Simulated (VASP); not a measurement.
# NiO2 (P-3m1) in VASP: a series of runs

Runs on NiO2. Level: PBEsol. Tasks: single point, relaxation of shape and atoms at fixed volume, relaxation of cell and atoms.

Program: VASP 6.6.1. These are calculated values, not measurements. Logs are shortened: lines on timing, memory, paths and dates and some standing lists are left out, and cuts for length are marked.

## 1. The cell of the first run

It takes space group P-3m1 (No. 164, trigonal). The conventional cell has a = 2.784 Å, b = 2.784 Å, c = 5.026 Å, α = 90.00°, β = 90.00°, γ = 120.00°. Ni (site symmetry -3m) has 6 O at 1.86 Å within 2.5 Å. Within 2.5 Å of O (site symmetry 3m) lie 3 Ni at 1.86 Å and 3 O at 2.46 Å.

## 2. Single point, PBEsol (volume scaled by 1.03, then relaxed in part)

The input, INCAR:

```
PREC = Accurate
ENCUT = 520
EDIFF = 1E-6
ISMEAR = 0
SIGMA = 0.02
LREAL = False
LASPH = True
NELM = 80
ALGO = Normal
ISIF = 2
LWAVE = False
LCHARG = True
GGA = PS
LELF = True
LVHAR = True
NBANDS = 18
```

The input, KPOINTS:

```
regular mesh
0
Gamma
  12 12 6
```

The input, POSCAR:

```
NiO2
1.0
    2.7844411552      0.0000000000      0.0000000000
   -1.3922205776      2.4113967757      0.0000000000
    0.0000000000      0.0000000000      5.0255867638
Ni O
1 2
Direct
    0.0000000000      0.0000000000      0.5000000000
    0.6666666667      0.3333333333      0.6856630810
    0.3333333333      0.6666666667      0.3143369190
```

Potentials or basis: VASP PAW PBE potentials, release 64 (Ni, O).

Run with:

```
> cat potpaw_PBE.64/Ni/POTCAR potpaw_PBE.64/O/POTCAR > POTCAR
> mpirun -np 1 vasp_std > vasp.out
```

OUTCAR:

```text
PREC = Accurate
   ENCUT = 520
   EDIFF = 1E-6
   ISMEAR = 0
   LREAL = False
   LASPH = True
   NELM = 80
   ISIF = 2
   GGA = PS

 ion  position               nearest neighbor table
   1  0.000  0.000  0.500-   2 1.86   3 1.86   3 1.86   2 1.86   2 1.86   3 1.86
   2  0.667  0.333  0.686-   1 1.86   1 1.86   1 1.86
   3  0.333  0.667  0.314-   1 1.86   1 1.86   1 1.86

  LATTYP: Found a hexagonal cell.
 ALAT       =     2.7844411552
 C/A-ratio  =     1.8048816562

  Lattice vectors:

 A1 = (   2.7844411552,   0.0000000000,   0.0000000000)
 A2 = (  -1.3922205776,   2.4113967757,   0.0000000000)
 A3 = (   0.0000000000,   0.0000000000,   5.0255867638)

Analysis of symmetry for initial positions (statically):
=====================================================================
 Subroutine PRICEL returns:
 Original cell was already a primitive cell.

 Routine SETGRP: Setting up the symmetry group for a
 hexagonal supercell.

 Subroutine GETGRP returns: Found 12 space group operations
 (whereof 12 operations were pure point group operations)
 out of a pool of 24 trial point group operations.

The static configuration has the point symmetry D_3d.

Analysis of symmetry for dynamics (positions and initial velocities):
=====================================================================
 Subroutine PRICEL returns:
 Original cell was already a primitive cell.

 Routine SETGRP: Setting up the symmetry group for a
 hexagonal supercell.

 Subroutine GETGRP returns: Found 12 space group operations
 (whereof 12 operations were pure point group operations)
 out of a pool of 24 trial point group operations.

The dynamic configuration has the point symmetry D_3d.

 Subroutine INISYM returns: Found 12 space group operations
 (whereof 12 operations are pure point group operations),
 and found     1 'primitive' translations

----------------------------------------------------------------------------------------

                                     Primitive cell

  volume of cell :      33.7438

  direct lattice vectors                    reciprocal lattice vectors
     2.784441155  0.000000000  0.000000000     0.359138493  0.207348706  0.000000000
    -1.392220578  2.411396776  0.000000000     0.000000000  0.414697411  0.000000000
     0.000000000  0.000000000  5.025586764     0.000000000  0.000000000  0.198981740

  length of vectors
     2.784441155  2.784441155  5.025586764     0.414697411  0.414697411  0.198981740

[... 77 lines left out ...]
   LNONCOLLINEAR =      F non collinear calculations
   LSORBIT =      F    spin-orbit coupling
   LASPH  =      T    aspherical Exc in radial PAW
   ENCUT  =  520.0 eV  38.22 Ry    6.18 a.u.   5.18  5.18  9.34*2*pi/ulx,y,z
   NELM   =     80;   NELMIN=  2; NELMDL= -5     # of ELM steps
   EDIFF  = 0.1E-05   stopping-criterion for ELM
   LREAL  =      F    real-space projection
   EDIFFG = 0.1E-04   stopping-criterion for IOM
   NSW    =      0    number of steps for IOM
   IBRION =     -1    ionic relax: 0-MD 1-quasi-New 2-CG
   NFREE  =      0    steps in history (QN), initial steepest desc. (CG)
   ISIF   =      2    stress and relaxation
   ISYM   =      2    0-nonsym 1-usesym 2-fastsym
   POTIM  = 0.5000    time-step for ionic-motion
   TEBEG  =    0.0;   TEEND  =   0.0 temperature during run
   PSTRESS=    0.0 pullay stress
   NELECT =      22.0000    total number of electrons
   NUPDOWN=      -1.0000    fix difference up-down
   EMIN   =  10.00;   EMAX   =-10.00  energy-range for DOS
   EFERMI =   0.00;   METHOD = LEGACY
   ISMEAR =     0;   SIGMA  =   0.02  broadening in eV -4-tet -1-fermi 0-gaus
   EFERMI_NEDOS =   21; number of points for ismear=-14 and -15
   IALGO  =     38    algorithm
   IMIX   =      4    mixing-type and parameters
     AMIX     =   0.40;   BMIX     =  1.00
     AMIX_MAG =   1.60;   BMIX_MAG =  1.00
  volume/ion in A,a.u.               =      11.25        75.90
  Fermi-wavevector in a.u.,A,eV,Ry     =   1.419552  2.682564 27.417469  2.015127
  Thomas-Fermi vector in A             =   2.540560
   LORBIT       =      0    0 simple, 1 ext, 2 COOP (PROOUT), +10 PAW based schemes
   GGA     = PS    functional components
   LHFCALC =     F    Hartree Fock is set to
   AEXX    =    0.0000 exact exchange contribution
   IVDW    =     0    specifies the selected vdW correction
   LEPSILON=     F    determine dielectric tensor
   LRPA    =     F    only Hartree local field effects (RPA)
 non-spin polarized calculation
 Gauss-broadening in eV      SIGMA  =   0.02
  energy-cutoff  :      520.00
  volume of cell :       33.74
 maximum number of plane-waves:       918
 NGX is ok and might be reduce to    24
   NGX = 11   NGY = 11   NGZ = 19

 number of electron      22.0000000 magnetization

 Free energy of the ion-electron system (eV)
  ---------------------------------------------------
  ext. energy  EPLUGINS =         0.00000000
  ---------------------------------------------------
  free energy    TOTEN  =       -18.76034718 eV

  energy without entropy =      -18.76034718  energy(sigma->0) =      -18.76034718

 E-fermi :   1.9920     XC(G=0): -10.3684

 val. band max:        1.8232359894   @ k =   0.0833   0.0833   0.5000
 cond. band min:       2.8823221159   @ k =   0.2500   0.0000   0.3333
 fundamental gap:      1.0590861265
 Fermi energy:         1.9919902516

 k-point     1 :       0.0000    0.0000    0.0000
  band No.  band energies     occupation
      1     -17.8339      2.00000
      2     -15.3110      2.00000
      3      -3.8461      2.00000
      4      -3.8108      2.00000
      5      -3.8108      2.00000
      6      -0.3193      2.00000
[... 481 lines left out ...]
      5      -3.3839      2.00000
      6      -1.4108      2.00000
[... 10 lines left out ...]
     17      19.5188      0.00000
     18      21.5877      0.00000

 [... further k-points ...]
[... 5 lines left out ...]
  --------------------------------------------------------------------------------------
  -------------------------------------------------------------------------------------
  Total        0.1662070      0.1662070      0.0822503      0.0000000      0.0000000     -0.0000000
  in kB        7.8916223      7.8916223      3.9053013      0.0000000      0.0000000     -0.0000000
  external PRESSURE =       6.5628486 kB  Pullay stress =       0.0000000 kB

 VOLUME and BASIS-vectors are now :
 -----------------------------------------------------------------------------
  energy-cutoff  :      520.00
  volume of cell :       33.74
      direct lattice vectors                 reciprocal lattice vectors
     2.784441155  0.000000000  0.000000000     0.359138493  0.207348706  0.000000000
    -1.392220578  2.411396776  0.000000000     0.000000000  0.414697411  0.000000000
     0.000000000  0.000000000  5.025586764     0.000000000  0.000000000  0.198981740

 POSITION                                       TOTAL-FORCE (eV/Angst)
 -----------------------------------------------------------------------------------
      0.00000      0.00000      2.51279         0.000000      0.000000      0.000000
      1.39222      0.80380      3.44586        -0.000000      0.000000      0.064000
     -0.00000      1.60760      1.57973         0.000000     -0.000000     -0.064000
 -----------------------------------------------------------------------------------
    total drift:                                0.000000     -0.000000     -0.000000

  FREE ENERGIE OF THE ION-ELECTRON SYSTEM (eV)
  ---------------------------------------------------
  free  energy   TOTEN  =       -18.7603471767 eV

  energy  without entropy=      -18.7603471767  energy(sigma->0) =      -18.76034718
```

OSZICAR:

```text
N       E                     dE             d eps       ncg     rms          rms(c)
DAV:   1     0.168250945925E+03    0.16825E+03   -0.11699E+04  3608   0.144E+03
DAV:   2    -0.108407426071E+02   -0.17909E+03   -0.16662E+03  3852   0.320E+02
DAV:   3    -0.262406876733E+02   -0.15400E+02   -0.15234E+02  4274   0.108E+02
DAV:   4    -0.264447675551E+02   -0.20408E+00   -0.20383E+00  4436   0.127E+01
DAV:   5    -0.264475859028E+02   -0.28183E-02   -0.28181E-02  4146   0.149E+00    0.281E+01
DAV:   6    -0.324037347852E+02   -0.59561E+01   -0.51266E+01  4424   0.171E+02    0.468E+01
DAV:   7    -0.188780964826E+02    0.13526E+02   -0.19882E+01  4384   0.109E+02    0.584E+00
DAV:   8    -0.187850441028E+02    0.93052E-01   -0.24539E+00  5268   0.257E+01    0.332E+00
DAV:   9    -0.187823999734E+02    0.26441E-02   -0.29282E-01  5052   0.144E+01    0.126E+00
DAV:  10    -0.187612283476E+02    0.21172E-01   -0.46381E-02  4052   0.622E+00    0.325E-01
DAV:  11    -0.187604710745E+02    0.75727E-03   -0.80172E-03  4702   0.117E+00    0.143E-01
DAV:  12    -0.187603690279E+02    0.10205E-03   -0.47354E-04  3950   0.420E-01    0.669E-02
DAV:  13    -0.187603515542E+02    0.17474E-04   -0.14953E-04  3862   0.395E-01    0.310E-02
DAV:  14    -0.187603468760E+02    0.46782E-05   -0.28831E-05  4682   0.117E-01    0.519E-03
DAV:  15    -0.187603471767E+02   -0.30074E-06   -0.35467E-06  4066   0.202E-02
   1 F= -.18760347E+02 E0= -.18760347E+02  d E =-.942985E-35
```

Run time: 86 s. Hardware: 1 thread of Intel Xeon 8259CL, shared host; peak memory 0.2 GiB.

Results:

```
Free energy            : -18.7603 eV
Pressure               : 0.7 GPa
Largest force          : 0.064 eV/Å
Band gap on the k mesh : 1.06 eV, indirect (least direct gap 1.30 eV)
```

Forces on the atoms (eV/Å):
```
Ni   0.000  0.000  0.000
O    0.000  0.000  0.064
O    0.000  0.000 -0.064
```

Stress tensor (GPa, compression positive):
```
0.79 0.00 0.00
0.00 0.79 0.00
0.00 0.00 0.39
```

Caveat: the PAW data sets were made with another functional, which shifts forces and pressure a little. A k mesh can miss the band edges.

## 3. Single point, PBEsol (volume scaled by 1.06, then relaxed in part)

The input, INCAR:

```
SYSTEM = NiO2
  ALGO = Normal
  EDIFF = 1E-6
  ENCUT = 520
  GGA = PS
  ISIF = 2
  ISMEAR = 0
  LASPH = .True.
  LCHARG = .True.
  LELF = .True.
  LREAL = .False.
  LVHAR = .True.
  LWAVE = .False.
  NBANDS = 18
  NELM = 100
  PREC = Accurate
  SIGMA = 0.02
```

The input, KPOINTS:

```
k-points
0
Gamma
  12 12 6
  0 0 0
```

The input, POSCAR:

```
NiO2
1.0
    2.7843771558      0.0000000000      0.0000000000
   -1.3921885779      2.4113413506      0.0000000000
    0.0000000000      0.0000000000      5.1722008372
Ni O
1 2
Direct
    0.0000000000      0.0000000000      0.5000000000
    0.6666666667      0.3333333333      0.6804084812
    0.3333333333      0.6666666667      0.3195915188
```

Potentials or basis: VASP PAW PBE potentials, release 64 (Ni, O).

Run with:

```
> cat potpaw_PBE.64/Ni/POTCAR potpaw_PBE.64/O/POTCAR > POTCAR
> mpirun -np 1 vasp_std > vasp.out
```

OUTCAR:

```text
SYSTEM = NiO2
   EDIFF = 1E-6
   ENCUT = 520
   GGA = PS
   ISIF = 2
   ISMEAR = 0
   LASPH = .True.
   LREAL = .False.
   NELM = 100
   PREC = Accurate

 ion  position               nearest neighbor table
   1  0.000  0.000  0.500-   2 1.86   3 1.86   3 1.86   2 1.86   2 1.86   3 1.86
   2  0.667  0.333  0.680-   1 1.86   1 1.86   1 1.86
   3  0.333  0.667  0.320-   1 1.86   1 1.86   1 1.86

  LATTYP: Found a hexagonal cell.
 ALAT       =     2.7843771558
 C/A-ratio  =     1.8575791094

  Lattice vectors:

 A1 = (   2.7843771558,   0.0000000000,   0.0000000000)
 A2 = (  -1.3921885779,   2.4113413506,   0.0000000000)
 A3 = (   0.0000000000,   0.0000000000,   5.1722008372)

Analysis of symmetry for initial positions (statically):
=====================================================================
 Subroutine PRICEL returns:
 Original cell was already a primitive cell.

 Routine SETGRP: Setting up the symmetry group for a
 hexagonal supercell.

 Subroutine GETGRP returns: Found 12 space group operations
 (whereof 12 operations were pure point group operations)
 out of a pool of 24 trial point group operations.

The static configuration has the point symmetry D_3d.

Analysis of symmetry for dynamics (positions and initial velocities):
=====================================================================
 Subroutine PRICEL returns:
 Original cell was already a primitive cell.

 Routine SETGRP: Setting up the symmetry group for a
 hexagonal supercell.

 Subroutine GETGRP returns: Found 12 space group operations
 (whereof 12 operations were pure point group operations)
 out of a pool of 24 trial point group operations.

The dynamic configuration has the point symmetry D_3d.

 Subroutine INISYM returns: Found 12 space group operations
[... 109 lines left out ...]
   PSTRESS=    0.0 pullay stress
   NELECT =      22.0000    total number of electrons
   NUPDOWN=      -1.0000    fix difference up-down
   EMIN   =  10.00;   EMAX   =-10.00  energy-range for DOS
   EFERMI =   0.00;   METHOD = LEGACY
   ISMEAR =     0;   SIGMA  =   0.02  broadening in eV -4-tet -1-fermi 0-gaus
   EFERMI_NEDOS =   21; number of points for ismear=-14 and -15
   IALGO  =     38    algorithm
   IMIX   =      4    mixing-type and parameters
     AMIX     =   0.40;   BMIX     =  1.00
     AMIX_MAG =   1.60;   BMIX_MAG =  1.00
  volume/ion in A,a.u.               =      11.58        78.12
  Fermi-wavevector in a.u.,A,eV,Ry     =   1.406031  2.657014 26.897687  1.976924
  Thomas-Fermi vector in A             =   2.528433
   LORBIT       =      0    0 simple, 1 ext, 2 COOP (PROOUT), +10 PAW based schemes
   GGA     = PS    functional components
   LHFCALC =     F    Hartree Fock is set to
   AEXX    =    0.0000 exact exchange contribution
   IVDW    =     0    specifies the selected vdW correction
   LEPSILON=     F    determine dielectric tensor
   LRPA    =     F    only Hartree local field effects (RPA)
 non-spin polarized calculation
 Gauss-broadening in eV      SIGMA  =   0.02
  energy-cutoff  :      520.00
  volume of cell :       34.73
 maximum number of plane-waves:       946
 NGX is ok and might be reduce to    24
   NGX = 11   NGY = 11   NGZ = 19

 number of electron      22.0000001 magnetization

 Free energy of the ion-electron system (eV)
  ---------------------------------------------------
  ext. energy  EPLUGINS =         0.00000000
  ---------------------------------------------------
  free energy    TOTEN  =       -18.76010521 eV

  energy without entropy =      -18.76010521  energy(sigma->0) =      -18.76010521

 E-fermi :   1.6167     XC(G=0): -10.1395

 val. band max:        1.5263560025   @ k =   0.0833   0.0833   0.5000
 cond. band min:       2.6215262027   @ k =   0.2500   0.0000   0.3333
 fundamental gap:      1.0951702002
 Fermi energy:         1.6167033351

 k-point     1 :       0.0000    0.0000    0.0000
  band No.  band energies     occupation
      1     -18.1050      2.00000
      2     -15.5983      2.00000
      3      -4.0877      2.00000
      4      -4.0877      2.00000
      5      -4.0836      2.00000
      6      -0.5971      2.00000
[... 481 lines left out ...]
      5      -3.6433      2.00000
      6      -1.6881      2.00000
[... 10 lines left out ...]
     17      19.2469      0.00000
     18      21.0289      0.00000

 [... further k-points ...]
[... 5 lines left out ...]
  --------------------------------------------------------------------------------------
  -------------------------------------------------------------------------------------
  Total        0.1609752      0.1609752      0.0747535      0.0000000     -0.0000000      0.0000000
  in kB        7.4268961      7.4268961      3.4488928      0.0000000     -0.0000000      0.0000000
  external PRESSURE =       6.1008950 kB  Pullay stress =       0.0000000 kB

 VOLUME and BASIS-vectors are now :
 -----------------------------------------------------------------------------
  energy-cutoff  :      520.00
  volume of cell :       34.73
      direct lattice vectors                 reciprocal lattice vectors
     2.784377156  0.000000000  0.000000000     0.359146748  0.207353471  0.000000000
    -1.392188578  2.411341351  0.000000000     0.000000000  0.414706943  0.000000000
     0.000000000  0.000000000  5.172200837     0.000000000  0.000000000  0.193341293

 POSITION                                       TOTAL-FORCE (eV/Angst)
 -----------------------------------------------------------------------------------
      0.00000      0.00000      2.58610         0.000000      0.000000      0.000000
      1.39219      0.80378      3.51921         0.000000     -0.000000      0.063453
     -0.00000      1.60756      1.65299        -0.000000      0.000000     -0.063453
 -----------------------------------------------------------------------------------
    total drift:                                0.000000      0.000000     -0.000000

  FREE ENERGIE OF THE ION-ELECTRON SYSTEM (eV)
  ---------------------------------------------------
  free  energy   TOTEN  =       -18.7601052080 eV

  energy  without entropy=      -18.7601052080  energy(sigma->0) =      -18.76010521
```

stdout:

```text
POSCAR found type information on POSCAR NiO
 POSCAR found :  2 types and       3 ions
 scaLAPACK will be used
 -----------------------------------------------------------------------------
|                                                                             |
|                                                                             |
|     You enforced a specific xc type in the INCAR file but a different       |
|     I HOPE YOU KNOW WHAT YOU ARE DOING!                                     |
|                                                                             |
 -----------------------------------------------------------------------------

 LDA part: xc-table for (Slater+PW92), standard interpolation
 POSCAR, INCAR and KPOINTS ok, starting setup
 FFT: planning ... GRIDC
 FFT: planning ... GRID_SOFT
 FFT: planning ... GRID
 WAVECAR not read
 entering main loop
```

It took 86 s on 1 thread of Intel Xeon 8259CL, shared host; peak memory 0.2 GiB.

Results:

```yaml
Free_energy: -18.7601 eV
Pressure: 0.6 GPa
Largest_force: 0.063 eV/Å
Band_gap_on_the_k_mesh: 1.10 eV, indirect (least direct gap 1.33 eV)
```

Forces in eV/Å, atoms in the order of the input:
```
Ni   0.000  0.000  0.000
O    0.000  0.000  0.063
O    0.000  0.000 -0.063
```

Caveat: the PAW data sets were made with another functional, which shifts forces and pressure a little.

[end of part 1 of 2]
